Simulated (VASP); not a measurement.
ZnS, 2 atoms in the cell. Symmetry: I-4m2, No. 119, tetragonal system. The conventional cell has a = 3.825 Å, b = 3.825 Å, c = 4.868 Å, α = 90.00°, β = 90.00°, γ = 90.00°. Zn (site symmetry -4m2) has 4 S at 2.27 Å within 3.0 Å. S (site symmetry -4m2) has 4 Zn at 2.27 Å within 3.0 Å.  This cell differs from its parent crystal: strain -0.1000 x Voigt [1, 0, 0, 0, 0, 0].

* Program: VASP 6.6.1
* Task: single point
* Functional: PBE
* Potentials or basis: VASP PAW PBE potentials, release 64 (Zn, S)
* Cutoff: 520 eV
* k mesh: 10 × 10 × 10
* Occupations: gaussian, width 0.05 eV
* Spin: no spin polarisation
* Dipole correction: no
* Further INCAR settings: ALGO = Normal; EDIFF = 1e-06; NBANDS = 16

Potentials or basis: VASP PAW PBE potentials, release 64 (Zn, S).

Command:

```sh
$ cat potpaw_PBE.64/Zn/POTCAR potpaw_PBE.64/S/POTCAR > POTCAR
$ mpirun -np 1 vasp_std > vasp.out
```

Hardware: 1 thread of Intel(R) Xeon(R) Platinum 8488C (Sapphire Rapids), with other jobs on the host.

How long does it take, and how much memory?

Wall time 47 s on 1 thread of Intel(R) Xeon(R) Platinum 8488C (Sapphire Rapids), with other jobs on the host, peak memory 0.19 GiB. Counts: scf iterations 12, k points 102.
